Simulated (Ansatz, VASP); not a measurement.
**Two plane-wave programs on MoS2**

```
CELL_PARAMETERS angstrom
3.18413 0.00000 0.00000
-1.59206 2.75753 0.00000
0.00000 0.00000 17.33460
ATOMIC_POSITIONS crystal
Mo 0.00000 0.00000 0.00000
S 0.33333 0.66667 0.91051
S 0.33333 0.66667 0.08949
```

Alike in both runs: functional PBEsol-based global hybrid with a share of 0.25 of exact exchange; k mesh 5 × 5 × 1; occupations fermi-dirac, width 0.05 eV; no spin polarisation.

```csv
,VASP,Ansatz
version,VASP 6.6.1,Ansatz 0.2.0
potentials or method,"VASP PAW PBE potentials, release 64 (Mo_sv, S)",Ansatz PAW
plane-wave cutoff (eV),520,420
valence electrons in the cell,26,26
task,single point,band structure
```

Ansatz gave:

* gap on the k mesh at the Fermi level (eV): 3.23
* rms of the force components (eV/Å): 0.254

Q: What did VASP give for the same quantities?

A: gap on the k mesh at the Fermi level (eV): 3.28; rms of the force components (eV/Å): 0.259.

VASP's potentials were made for PBE, not for PBEsol-based global hybrid. Atom by atom the forces differ by 0.005 eV/Å (rms over components).

The k mesh is coarse, so the values compare programs but aren't converged.
